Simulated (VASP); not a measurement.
# N (Fm-3m) in VASP: single point with r2SCAN

Aim: the single point of N with r2SCAN.

Everything below comes from runs of VASP 6.6.1. Logs are shortened: lines on timing, memory, paths and dates and some standing lists are left out, and cuts for length are marked.

## Step 1: The cell of the first run

Symmetry: Fm-3m, No. 225, cubic system. Conventional cell: a = 3.108 Å, b = 3.108 Å, c = 3.108 Å, α = 90.00°, β = 90.00°, γ = 90.00°. Within 2.9 Å of N (site symmetry m-3m) lie 12 N at 2.20 Å.

## Step 2: Single point, r2SCAN

The input, POSCAR:

```
N
1.0
    0.0000000000      3.1076172200      3.1076172200
    1.5538086100      0.0000000000      1.5538086100
    1.5538086100      1.5538086100      0.0000000000
N
2
Direct
    0.0000000000      0.0000000000      0.0000000000
    0.5000000000      0.0000000000      0.0000000000
```

The input, INCAR.step1:

```
PREC = Accurate
ENCUT = 660
ISMEAR = -1
SIGMA = 0.1
LREAL = False
LASPH = True
NELM = 120
NBANDS = 12
GGA = PE
ALGO = Normal
EDIFF = 1E-5
LWAVE = True
LCHARG = False
GGA_COMPAT = False
```

The input, INCAR.step2:

```
PREC = Accurate
ENCUT = 660
EDIFF = 1E-6
ISMEAR = -1
SIGMA = 0.1
LREAL = False
LASPH = True
NELM = 120
ALGO = Normal
ISIF = 2
LWAVE = False
LCHARG = False
METAGGA = R2SCAN
LMIXTAU = True
NBANDS = 12
ISTART = 1
GGA_COMPAT = False
```

The input, KPOINTS:

```
Automatic mesh
0
Gamma
  5 10 10
```

Potentials or basis: VASP PAW PBE potentials, release 64 (N).

Started as:

```console
$ cat potpaw_PBE.64/N/POTCAR > POTCAR
$ cp INCAR.step1 INCAR
$ mpirun -np 1 vasp_std > vasp.out
$ cp INCAR.step2 INCAR
$ mpirun -np 1 vasp_std > vasp.out
```

OUTCAR:

```text
PREC = Accurate
   ENCUT = 660
   EDIFF = 1E-6
   ISMEAR = -1
   LREAL = False
   LASPH = True
   NELM = 120
   ISIF = 2
   METAGGA = R2SCAN
   ISTART = 1

 ion  position               nearest neighbor table
   1  0.000  0.000  0.000-
   2  0.500  0.000  0.000-

  LATTYP: Found a trigonal (rhomboedric) cell.
 ALAT       =     3.8060382524
 COS(alpha) =     0.8333333333

  Lattice vectors:

 A1 = (   1.5538086100,  -1.5538086100,  -3.1076172200)
 A2 = (   3.1076172200,  -1.5538086100,  -1.5538086100)
 A3 = (   1.5538086100,  -3.1076172200,  -1.5538086100)

Analysis of symmetry for initial positions (statically):
=====================================================================
 Subroutine PRICEL returns following result:

  LATTYP: Found a face centered cubic cell.
 ALAT       =     3.1076172200

  Lattice vectors:

 A1 = (   0.0000000000,   1.5538086100,   1.5538086100)
 A2 = (   1.5538086100,   0.0000000000,   1.5538086100)
 A3 = (   1.5538086100,   1.5538086100,   0.0000000000)

   2 primitive cells build up your supercell.

 Routine SETGRP: Setting up the symmetry group for a
 trigonal (rhombohedral) supercell.

 Subroutine GETGRP returns: Found 12 space group operations
 (whereof 12 operations were pure point group operations)
 out of a pool of 12 trial point group operations.

The static configuration has the point symmetry D_3d.

Analysis of symmetry for dynamics (positions and initial velocities):
=====================================================================
 Subroutine PRICEL returns following result:

  LATTYP: Found a face centered cubic cell.
 ALAT       =     3.1076172200

  Lattice vectors:

 A1 = (   0.0000000000,   1.5538086100,   1.5538086100)
 A2 = (   1.5538086100,   0.0000000000,   1.5538086100)
 A3 = (   1.5538086100,   1.5538086100,   0.0000000000)

   2 primitive cells build up your supercell.

 Routine SETGRP: Setting up the symmetry group for a
 trigonal (rhombohedral) supercell.

 Subroutine GETGRP returns: Found 12 space group operations
 (whereof 12 operations were pure point group operations)
 out of a pool of 12 trial point group operations.

The dynamic configuration has the point symmetry D_3d.

 Subroutine INISYM returns: Found 12 space group operations
 (whereof 12 operations are pure point group operations),
 and found     2 'primitive' translations

----------------------------------------------------------------------------------------

                                     Primitive cell

  volume of cell :       7.5028

  direct lattice vectors                    reciprocal lattice vectors
     0.000000000  1.553808610  1.553808610    -0.321789953  0.321789953  0.321789953
     1.553808610  0.000000000  1.553808610     0.321789953 -0.321789953  0.321789953
     1.553808610  1.553808610  0.000000000     0.321789953  0.321789953 -0.321789953

  length of vectors
     2.197417210  2.197417210  2.197417210     0.557356548  0.557356548  0.557356548

  position of ions in fractional coordinates (direct lattice)
     0.000000000  0.000000000  0.000000000

  ion indices of the primitive-cell ions
   primitive index   ion index
                 1           1

----------------------------------------------------------------------------------------

 KPOINTS: Automatic mesh

Automatic generation of k-mesh.
 Grid dimensions read from file:
 generate k-points for:    5   10   10

 Generating k-lattice:

  Cartesian coordinates                     Fractional coordinates (reciprocal lattice)
    -0.032178995  0.032178995  0.032178995     0.200000000  0.000000000  0.000000000
     0.032178995 -0.032178995  0.032178995     0.000000000  0.100000000  0.000000000
     0.032178995  0.032178995 -0.032178995     0.000000000  0.000000000  0.100000000

  Length of vectors
     0.055735655  0.055735655  0.055735655

  Shift w.r.t. Gamma in fractional coordinates (k-lattice)
     0.000000000  0.000000000  0.000000000

 -----------------------------------------------------------------------------
|                                                                             |
|           W    W    AA    RRRRR   N    N  II  N    N   GGGG   !!!           |
|           W    W   A  A   R    R  NN   N  II  NN   N  G    G  !!!           |
|           W    W  A    A  R    R  N N  N  II  N N  N  G       !!!           |
|           W WW W  AAAAAA  RRRRR   N  N N  II  N  N N  G  GGG   !            |
|           WW  WW  A    A  R   R   N   NN  II  N   NN  G    G                |
|           W    W  A    A  R    R  N    N  II  N    N   GGGG   !!!           |
|                                                                             |
|     Your reciprocal lattice and k-lattice belong to different lattice       |
|     classes:                                                                |
|                                                                             |
|        The reciprocal lattice is rhombohedral (trigonal),                   |
|        whereas your k-lattice is body-centered cubic.                       |
|                                                                             |
|     Results are often still useful ...                                      |
|                                                                             |
 -----------------------------------------------------------------------------

 Subroutine IBZKPT returns following result:
 ===========================================

 Found     58 irreducible k-points:

 Following reciprocal coordinates:
            Coordinates               Weight
  0.000000  0.000000  0.000000      1.000000
  0.200000  0.000000  0.000000      2.000000
  0.400000  0.000000  0.000000      2.000000
  0.000000  0.100000  0.000000      6.000000
  0.200000  0.100000  0.000000      6.000000
  0.400000  0.100000  0.000000      6.000000
[... 16 lines left out ...]
 -0.200000  0.400000  0.000000      6.000000
  0.000000  0.500000  0.000000      3.000000
 [... further k-points ...]
   k-points           NKPTS =     58   k-points in BZ     NKDIM =     58   number of bands    NBANDS=     12
   number of dos      NEDOS =    301   number of ions     NIONS =      2
   total plane-waves  NPLWV =  12960
   dimension x,y,z NGX =    40 NGY =   18 NGZ =   18
   dimension x,y,z NGXF=    80 NGYF=   36 NGZF=   36
   ions per type =               2
   NGX,Y,Z   is equivalent  to a cutoff of  15.13, 13.62, 13.62 a.u.
   NGXF,Y,Z  is equivalent  to a cutoff of  30.26, 27.24, 27.24 a.u.
 SYSTEM =  unknown system
   PREC   = accura    normal or accurate (medium, high low for compatibility)
   ISTART =      1    job   : 0-new  1-cont  2-samecut
   ICHARG =      0    charge: 1-file 2-atom 10-const
   ISPIN  =      1    spin polarized calculation?
   LNONCOLLINEAR =      F non collinear calculations
   LSORBIT =      F    spin-orbit coupling
   LASPH  =      T    aspherical Exc in radial PAW
   ENCUT  =  660.0 eV  48.51 Ry    6.96 a.u.   9.21  4.60  4.60*2*pi/ulx,y,z
   NELM   =    120;   NELMIN=  2; NELMDL=  0     # of ELM steps
   EDIFF  = 0.1E-05   stopping-criterion for ELM
   LREAL  =      F    real-space projection
   EDIFFG = 0.1E-04   stopping-criterion for IOM
   NSW    =      0    number of steps for IOM
   IBRION =     -1    ionic relax: 0-MD 1-quasi-New 2-CG
   NFREE  =      0    steps in history (QN), initial steepest desc. (CG)
   ISIF   =      2    stress and relaxation
   ISYM   =      2    0-nonsym 1-usesym 2-fastsym
   POTIM  = 0.5000    time-step for ionic-motion
   TEBEG  =    0.0;   TEEND  =   0.0 temperature during run
   PSTRESS=    0.0 pullay stress
   NELECT =      10.0000    total number of electrons
   NUPDOWN=      -1.0000    fix difference up-down
   EMIN   =  10.00;   EMAX   =-10.00  energy-range for DOS
   EFERMI =   0.00;   METHOD = LEGACY
   ISMEAR =    -1;   SIGMA  =   0.10  broadening in eV -4-tet -1-fermi 0-gaus
   EFERMI_NEDOS =   21; number of points for ismear=-14 and -15
   IALGO  =     38    algorithm
   IMIX   =      4    mixing-type and parameters
     AMIX     =   0.40;   BMIX     =  1.00
     AMIX_MAG =   1.60;   BMIX_MAG =  1.00
  volume/ion in A,a.u.               =       7.50        50.63
  Fermi-wavevector in a.u.,A,eV,Ry     =   1.429960  2.702233 27.821008  2.044786
  Thomas-Fermi vector in A             =   2.549857
   LORBIT       =      0    0 simple, 1 ext, 2 COOP (PROOUT), +10 PAW based schemes
   METAGGA = R2SCAN    functional components
   LHFCALC =     F    Hartree Fock is set to
   AEXX    =    0.0000 exact exchange contribution
   IVDW    =     0    specifies the selected vdW correction
   LEPSILON=     F    determine dielectric tensor
   LRPA    =     F    only Hartree local field effects (RPA)
 non-spin polarized calculation
  energy-cutoff  :      660.00
  volume of cell :       15.01
 maximum number of plane-waves:       592
 NGX is ok and might be reduce to    40
   NGX = 19   NGY =  9   NGZ =  9

 number of electron      10.0000000 magnetization

 Free energy of the ion-electron system (eV)
  ---------------------------------------------------
  ext. energy  EPLUGINS =         0.00000000
  ---------------------------------------------------
  free energy    TOTEN  =        -8.75563707 eV

  energy without entropy =       -8.70888029  energy(sigma->0) =       -8.73225868

 E-fermi :   5.4341     XC(G=0): -13.4908

 val. band max:        5.4108452628   @ k =   0.0000  -0.4000   0.2000
 cond. band min:       5.4698691349   @ k =   0.2000   0.4000   0.2000
 fundamental gap:      0.0590238721
 Fermi energy:         5.4341496067

 k-point     1 :       0.0000    0.0000    0.0000
  band No.  band energies     occupation
      1     -15.9032      2.00000
      2      -8.9621      2.00000
      3      -3.1141      2.00000
      4       8.4226      0.00000
      5       8.4226      0.00000
      6       9.6950      0.00000
      7       9.6950      0.00000
      8       9.6950      0.00000
      9      28.8686      0.00000
     10      30.4233      0.00000
     11      34.0360      0.00000
     12      36.0810      0.00000

 k-point     2 :       0.2000    0.0000    0.0000
  band No.  band energies     occupation
      1     -15.5247      2.00000
      2     -10.3964      2.00000
      3      -1.1948      2.00000
      4       8.5299      0.00000
      5       8.5299      0.00000
      6       8.6669      0.00000
      7       9.5571      0.00000
      8       9.5571      0.00000
      9      29.1503      0.00000
     10      30.7606      0.00000
     11      33.9440      0.00000
     12      35.8780      0.00000
[... 316 lines left out ...]
 k-point    24 :       0.0000    0.5000    0.0000
  band No.  band energies     occupation
      1      -8.9621      2.00000
      2      -6.3485      2.00000
      3      -3.1141      2.00000
      4      -1.6429      2.00000
      5       5.5189      0.59993
      6       5.5189      0.59993
      7       8.4226      0.00000
      8       8.4226      0.00000
      9      21.4724      0.00000
     10      25.0668      0.00000
     11      28.8686      0.00000
     12      34.0360      0.00000

 [... further k-points ...]
[... 5 lines left out ...]
  --------------------------------------------------------------------------------------
  -------------------------------------------------------------------------------------
  Total        0.0588347      0.0588347      0.0588347     -0.0000008      0.0000008     -0.0000008
  in kB        6.2819091      6.2819091      6.2819091     -0.0000808      0.0000808     -0.0000808
  external PRESSURE =       6.2819091 kB  Pullay stress =       0.0000000 kB

 VOLUME and BASIS-vectors are now :
 -----------------------------------------------------------------------------
  energy-cutoff  :      660.00
  volume of cell :       15.01
      direct lattice vectors                 reciprocal lattice vectors
     0.000000000  3.107617220  3.107617220    -0.160894977  0.160894977  0.160894977
     1.553808610  0.000000000  1.553808610     0.321789953 -0.321789953  0.321789953
     1.553808610  1.553808610  0.000000000     0.321789953  0.321789953 -0.321789953

 POSITION                                       TOTAL-FORCE (eV/Angst)
 -----------------------------------------------------------------------------------
      0.00000      0.00000      0.00000        -0.000000      0.000000      0.000000
      0.00000      1.55381      1.55381         0.000000     -0.000000     -0.000000
 -----------------------------------------------------------------------------------
    total drift:                               -0.000000     -0.000000      0.000000

  FREE ENERGIE OF THE ION-ELECTRON SYSTEM (eV)
  ---------------------------------------------------
  free  energy   TOTEN  =        -8.7556370656 eV

  energy  without entropy=       -8.7088802894  energy(sigma->0) =       -8.73225868
```

It took 20 s on 1 thread of Intel Xeon 6975P-C (Granite Rapids), shared host; peak memory 0.14 GiB.

Results:

* Free energy: -8.7556 eV
* Pressure: 0.6 GPa
* Band gap on the k mesh: zero (bands 5 and 6 overlap by 6.84 eV)

Caveat: the PAW data sets were made with another functional, which shifts forces and pressure a little.
